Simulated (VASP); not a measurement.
# YRuO4 (I4_1/amd) in VASP: single point with PBE

Aim: the single point of YRuO4 with PBE.

Program: VASP 6.6.1. These are calculated values, not measurements. Logs are shortened: lines on timing, memory, paths and dates and some standing lists are left out, and cuts for length are marked.

### Step 1. The cell of the first run

Symmetry: I4_1/amd, No. 141, tetragonal system. The conventional cell has a = 7.244 Å, b = 7.244 Å, c = 6.581 Å, α = 90.00°, β = 90.00°, γ = 90.00°. Within 3.1 Å of Y (site symmetry -4m2) lie 8 O at 2.33 to 2.42 Å. Ru (site symmetry -4m2) has 4 O at 1.83 Å within 2.4 Å. O (site symmetry m) has 1 Ru at 1.83 Å and 2 Y at 2.33 to 2.42 Å and 2 O at 2.60 to 2.65 Å within 2.7 Å.

### Step 2. Single point, PBE

Contents of INCAR:

```
SYSTEM = YRuO4
PREC = Accurate
ENCUT = 700
EDIFF = 1E-6
ISMEAR = -1
SIGMA = 0.1
LREAL = .False.
LASPH = .True.
NELM = 120
ALGO = Normal
ISIF = 2
LWAVE = .False.
LCHARG = .False.
GGA = PE
NBANDS = 63
GGA_COMPAT = .False.
```

Contents of KPOINTS:

```
Automatic mesh
0
Gamma
  5 5 5
  0 0 0
```

Contents of POSCAR:

```
YRuO4
1.0
   -3.6221766203      3.6221766203      3.2904075922
    3.6221766203     -3.6221766203      3.2904075922
    3.6221766203      3.6221766203     -3.2904075922
Y Ru O
2 2 8
Direct
    0.0000000000      0.0000000000      0.0000000000
    0.7500000000      0.2500000000      0.5000000000
    0.5000000000      0.5000000000      0.0000000000
    0.2500000000      0.7500000000      0.5000000000
    0.4907075753      0.3080592936      0.1826482817
    0.0580592936      0.3754110119      0.3173517183
    0.1254110119      0.3080592936      0.8173517183
    0.0580592936      0.7407075753      0.6826482817
    0.2592924247      0.9419407064      0.3173517183
    0.6919407064      0.5092924247      0.8173517183
    0.6245889881      0.9419407064      0.6826482817
    0.6919407064      0.8745889881      0.1826482817
```

Potentials or basis: VASP PAW PBE potentials, release 64 (Y_sv, Ru_sv, O).

Started as:

```sh
cat potpaw_PBE.64/Y_sv/POTCAR potpaw_PBE.64/Ru_sv/POTCAR potpaw_PBE.64/O/POTCAR > POTCAR
mpirun -np 1 vasp_std > vasp.out
```

OUTCAR:

```text
SYSTEM = YRuO4
   PREC = Accurate
   ENCUT = 700
   EDIFF = 1E-6
   ISMEAR = -1
   LREAL = .False.
   LASPH = .True.
   NELM = 120
   ISIF = 2
   GGA = PE

 ion  position               nearest neighbor table
   1  0.000  0.000  0.000-   6 2.33  11 2.33   9 2.33   8 2.33   7 2.42  12 2.42   5 2.42  10 2.42
                             3 3.29   3 3.29   2 3.98   2 3.98   2 3.98   2 3.98
   2  0.750  0.250  0.500-   7 2.33  12 2.33  10 2.33   5 2.33  11 2.42   6 2.42   9 2.42   8 2.42
                             4 3.29   4 3.29   1 3.98   1 3.98   1 3.98   1 3.98
   3  0.500  0.500  0.000-   5 1.83  10 1.83   7 1.83  12 1.83   1 3.29   1 3.29
   4  0.250  0.750  0.500-   8 1.83   9 1.83   6 1.83  11 1.83   2 3.29   2 3.29
   5  0.491  0.308  0.183-   3 1.83   2 2.33   1 2.42
   6  0.058  0.375  0.317-   4 1.83   1 2.33   2 2.42
   7  0.125  0.308  0.817-   3 1.83   2 2.33   1 2.42
   8  0.058  0.741  0.683-   4 1.83   1 2.33   2 2.42
   9  0.259  0.942  0.317-   4 1.83   1 2.33   2 2.42
  10  0.692  0.509  0.817-   3 1.83   2 2.33   1 2.42
  11  0.625  0.942  0.683-   4 1.83   1 2.33   2 2.42
  12  0.692  0.875  0.183-   3 1.83   2 2.33   1 2.42

  LATTYP: Found a body centered tetragonal cell.
 ALAT       =     7.2443532406
 C/A-ratio  =     0.9084061704

  Lattice vectors:

 A1 = (  -3.6221766203,   3.6221766203,   3.2904075922)
 A2 = (   3.6221766203,  -3.6221766203,   3.2904075922)
 A3 = (   3.6221766203,   3.6221766203,  -3.2904075922)

Analysis of symmetry for initial positions (statically):
=====================================================================
 Subroutine PRICEL returns:
 Original cell was already a primitive cell.

 Routine SETGRP: Setting up the symmetry group for a
 body centered tetragonal supercell.

 Subroutine GETGRP returns: Found 16 space group operations
 (whereof  8 operations were pure point group operations)
 out of a pool of 16 trial point group operations.

The static configuration has the point symmetry D_2d.
 The point group associated with its full space group is D_4h.

Analysis of symmetry for dynamics (positions and initial velocities):
=====================================================================
 Subroutine PRICEL returns:
 Original cell was already a primitive cell.

 Routine SETGRP: Setting up the symmetry group for a
 body centered tetragonal supercell.

 Subroutine GETGRP returns: Found 16 space group operations
 (whereof  8 operations were pure point group operations)
 out of a pool of 16 trial point group operations.

The dynamic configuration has the point symmetry D_2d.
 The point group associated with its full space group is D_4h.

 Subroutine INISYM returns: Found 16 space group operations
 (whereof  8 operations are pure point group operations),
 and found     1 'primitive' translations

----------------------------------------------------------------------------------------

                                     Primitive cell

  volume of cell :     172.6827

  direct lattice vectors                    reciprocal lattice vectors
    -3.622176620  3.622176620  3.290407592     0.000000000  0.138038548  0.151956858
     3.622176620 -3.622176620  3.290407592     0.138038548  0.000000000  0.151956858
     3.622176620  3.622176620 -3.290407592     0.138038548  0.138038548  0.000000000

  length of vectors
     6.088276362  6.088276362  6.088276362     0.205293759  0.205293759  0.195215986

  position of ions in fractional coordinates (direct lattice)
     0.000000000  0.000000000  0.000000000
     0.750000000  0.250000000  0.500000000
     0.500000000  0.500000000  0.000000000
     0.250000000  0.750000000  0.500000000
     0.490707575  0.308059294  0.182648282
     0.058059294  0.375411012  0.317351718
     0.125411012  0.308059294  0.817351718
     0.058059294  0.740707575  0.682648282
     0.259292425  0.941940706  0.317351718
     0.691940706  0.509292425  0.817351718
     0.624588988  0.941940706  0.682648282
     0.691940706  0.874588988  0.182648282

  ion indices of the primitive-cell ions
   primitive index   ion index
                 1           1
                 2           2
                 3           3
                 4           4
                 5           5
                 6           6
                 7           7
                 8           8
                 9           9
                10          10
                11          11
                12          12

----------------------------------------------------------------------------------------

 KPOINTS: Automatic mesh

Automatic generation of k-mesh.
 Grid dimensions read from file:
 generate k-points for:    5    5    5

 Generating k-lattice:

  Cartesian coordinates                     Fractional coordinates (reciprocal lattice)
     0.000000000  0.027607710  0.030391372     0.200000000  0.000000000  0.000000000
     0.027607710  0.000000000  0.030391372     0.000000000  0.200000000  0.000000000
     0.027607710  0.027607710  0.000000000     0.000000000  0.000000000  0.200000000

  Length of vectors
     0.041058752  0.041058752  0.039043197

  Shift w.r.t. Gamma in fractional coordinates (k-lattice)
     0.000000000  0.000000000  0.000000000

 Subroutine IBZKPT returns following result:
 ===========================================

 Found     18 irreducible k-points:

 Following reciprocal coordinates:
            Coordinates               Weight
  0.000000  0.000000  0.000000      1.000000
  0.200000  0.000000  0.000000      8.000000
  0.400000  0.000000  0.000000      8.000000
  0.200000  0.200000  0.000000      8.000000
  0.400000  0.200000  0.000000     16.000000
 -0.400000  0.200000 -0.000000     16.000000
[... 10 lines left out ...]
 -0.400000  0.400000  0.400000      4.000000
 -0.400000 -0.400000  0.400000      2.000000
   k-points           NKPTS =     18   k-points in BZ     NKDIM =     18   number of bands    NBANDS=     63
   number of dos      NEDOS =    301   number of ions     NIONS =     12
   total plane-waves  NPLWV = 157464
   dimension x,y,z NGX =    54 NGY =   54 NGZ =   54
   dimension x,y,z NGXF=   108 NGYF=  108 NGZF=  108
   ions per type =               2   2   8
   NGX,Y,Z   is equivalent  to a cutoff of  14.75, 14.75, 14.75 a.u.
   NGXF,Y,Z  is equivalent  to a cutoff of  29.49, 29.49, 29.49 a.u.
 SYSTEM =  YRuO4
   PREC   = accura    normal or accurate (medium, high low for compatibility)
   ISTART =      0    job   : 0-new  1-cont  2-samecut
   ICHARG =      2    charge: 1-file 2-atom 10-const
   ISPIN  =      1    spin polarized calculation?
   LNONCOLLINEAR =      F non collinear calculations
   LSORBIT =      F    spin-orbit coupling
   LASPH  =      T    aspherical Exc in radial PAW
   ENCUT  =  700.0 eV  51.45 Ry    7.17 a.u.  13.13 13.13 13.13*2*pi/ulx,y,z
   NELM   =    120;   NELMIN=  2; NELMDL= -5     # of ELM steps
   EDIFF  = 0.1E-05   stopping-criterion for ELM
   LREAL  =      F    real-space projection
[... 7 lines left out ...]
   TEBEG  =    0.0;   TEEND  =   0.0 temperature during run
   PSTRESS=    0.0 pullay stress
   NELECT =     102.0000    total number of electrons
   NUPDOWN=      -1.0000    fix difference up-down
   EMIN   =  10.00;   EMAX   =-10.00  energy-range for DOS
   EFERMI =   0.00;   METHOD = LEGACY
   ISMEAR =    -1;   SIGMA  =   0.10  broadening in eV -4-tet -1-fermi 0-gaus
   EFERMI_NEDOS =   21; number of points for ismear=-14 and -15
   IALGO  =     38    algorithm
   IMIX   =      4    mixing-type and parameters
     AMIX     =   0.40;   BMIX     =  1.00
     AMIX_MAG =   1.60;   BMIX_MAG =  1.00
  volume/ion in A,a.u.               =      14.39        97.11
  Fermi-wavevector in a.u.,A,eV,Ry     =   1.373595  2.595717 25.670957  1.886762
  Thomas-Fermi vector in A             =   2.499097
   LORBIT       =      0    0 simple, 1 ext, 2 COOP (PROOUT), +10 PAW based schemes
   GGA     = PE    functional components
   LHFCALC =     F    Hartree Fock is set to
   AEXX    =    0.0000 exact exchange contribution
   IVDW    =     0    specifies the selected vdW correction
   LEPSILON=     F    determine dielectric tensor
   LRPA    =     F    only Hartree local field effects (RPA)
 non-spin polarized calculation
  energy-cutoff  :      700.00
  volume of cell :      172.68
 maximum number of plane-waves:      7282
 NGX is ok and might be reduce to    54
   NGX = 27   NGY = 27   NGZ = 27

 number of electron     102.0000001 magnetization

 Free energy of the ion-electron system (eV)
  ---------------------------------------------------
  ext. energy  EPLUGINS =         0.00000000
  ---------------------------------------------------
  free energy    TOTEN  =       -94.11112008 eV

  energy without entropy =      -93.70971134  energy(sigma->0) =      -93.91041571

 E-fermi :   4.0053     XC(G=0): -10.0837

 val. band max:        3.9934455017   @ k =  -0.2000  -0.4000   0.2000
 cond. band min:       4.0072853303   @ k =   0.0000   0.0000   0.0000
 fundamental gap:      0.0138398286
 Fermi energy:         4.0053462350

 k-point     1 :       0.0000    0.0000    0.0000
  band No.  band energies     occupation
      1     -70.6756      2.00000
      2     -70.6753      2.00000
      3     -40.8350      2.00000
      4     -40.8344      2.00000
      5     -40.6637      2.00000
      6     -40.6637      2.00000
[... 55 lines left out ...]
     62       8.8141      0.00000
     63       9.2190      0.00000

 k-point     2 :       0.2000    0.0000    0.0000
  band No.  band energies     occupation
      1     -70.6756      2.00000
      2     -70.6754      2.00000
      3     -40.8351      2.00000
      4     -40.8346      2.00000
      5     -40.6638      2.00000
      6     -40.6634      2.00000
[... 55 lines left out ...]
     62       8.9175      0.00000
     63       9.1436      0.00000

 k-point     3 :       0.4000    0.0000    0.0000
  band No.  band energies     occupation
      1     -70.6756      2.00000
      2     -70.6754      2.00000
      3     -40.8352      2.00000
      4     -40.8350      2.00000
      5     -40.6639      2.00000
      6     -40.6626      2.00000
[... 979 lines left out ...]
     62       8.9362      0.00000
     63       9.2412      0.00000

 k-point    18 :      -0.4000   -0.4000    0.4000
  band No.  band energies     occupation
      1     -70.6755      2.00000
      2     -70.6754      2.00000
      3     -40.8349      2.00000
      4     -40.8349      2.00000
      5     -40.6641      2.00000
      6     -40.6641      2.00000
[... 55 lines left out ...]
     62       9.2234      0.00000
     63       9.2426      0.00000

------------------------ aborting loop because EDIFF is reached ----------------------------------------

  FORCE on cell =-STRESS in cart. coord.  units (eV):
  Direction    XX          YY          ZZ          XY          YZ          ZX
  --------------------------------------------------------------------------------------
  -------------------------------------------------------------------------------------
  Total       -0.2886930     -0.2886930     -0.0848230      0.0000000      0.0000000      0.0000000
  in kB       -2.6785389     -2.6785389     -0.7870009      0.0000000      0.0000000      0.0000000
  external PRESSURE =      -2.0480262 kB  Pullay stress =       0.0000000 kB

 VOLUME and BASIS-vectors are now :
 -----------------------------------------------------------------------------
  energy-cutoff  :      700.00
  volume of cell :      172.68
      direct lattice vectors                 reciprocal lattice vectors
    -3.622176620  3.622176620  3.290407592     0.000000000  0.138038548  0.151956858
     3.622176620 -3.622176620  3.290407592     0.138038548  0.000000000  0.151956858
     3.622176620  3.622176620 -3.290407592     0.138038548  0.138038548  0.000000000

 POSITION                                       TOTAL-FORCE (eV/Angst)
 -----------------------------------------------------------------------------------
      0.00000      0.00000      0.00000         0.000000     -0.000000      0.000000
     -0.00000      3.62218      1.64520         0.000000     -0.000000      0.000000
      0.00000      0.00000      3.29041         0.000000     -0.000000      0.000000
      3.62218     -0.00000      1.64520         0.000000     -0.000000      0.000000
      0.00000      1.32317      2.02728         0.000000      0.012383     -0.009902
      2.29901      0.00000      0.38208        -0.012383     -0.000000     -0.009902
      3.62218      2.29901     -1.26313        -0.000000     -0.012383     -0.009902
      4.94535      0.00000      0.38208         0.012383     -0.000000     -0.009902
      3.62218     -1.32317      2.90833         0.000000     -0.012383      0.009902
      2.29901      3.62218      1.26313        -0.012383     -0.000000      0.009902
      3.62218      1.32317      2.90833         0.000000      0.012383      0.009902
      1.32317     -0.00000      4.55353         0.012383     -0.000000      0.009902
 -----------------------------------------------------------------------------------
    total drift:                                0.000000      0.000000     -0.000000

  FREE ENERGIE OF THE ION-ELECTRON SYSTEM (eV)
  ---------------------------------------------------
  free  energy   TOTEN  =       -94.1111200777 eV

  energy  without entropy=      -93.7097113417  energy(sigma->0) =      -93.91041571
```

Run time: 11 min. Hardware: 1 thread of Intel Xeon Platinum 8488C (Sapphire Rapids), shared host; peak memory 0.55 GiB.

What came out:

```yaml
Free_energy: -94.1111 eV
Pressure: -0.2 GPa
Largest_force: 0.016 eV/Å
Band_gap_on_the_k_mesh: zero (bands 51 and 52 overlap by 0.07 eV)
```

Forces on the atoms (eV/Å):
```
Y    0.000  0.000  0.000
Y    0.000  0.000  0.000
Ru   0.000  0.000  0.000
Ru   0.000  0.000  0.000
O    0.000  0.012 -0.010
O   -0.012  0.000 -0.010
O    0.000 -0.012 -0.010
O    0.012  0.000 -0.010
O    0.000 -0.012  0.010
O   -0.012  0.000  0.010
O    0.000  0.012  0.010
O    0.012  0.000  0.010
```

Stress tensor (GPa, compression positive):
```
-0.27  0.00  0.00
 0.00 -0.27  0.00
 0.00  0.00 -0.08
```

Levels at points of the mesh, in eV from the Fermi level:
| k point | band 47 | band 48 | band 49 | band 50 | band 51 | band 52 | band 53 | band 54 | band 55 | band 56 |
| --- | --- | --- | --- | --- | --- | --- | --- | --- | --- | --- |
| (0.00, 0.00, 0.00) | -2.72 | -2.53 | -0.96 | -0.38 | -0.20 | 0.00 | 0.04 | 1.28 | 1.88 | 1.88 |
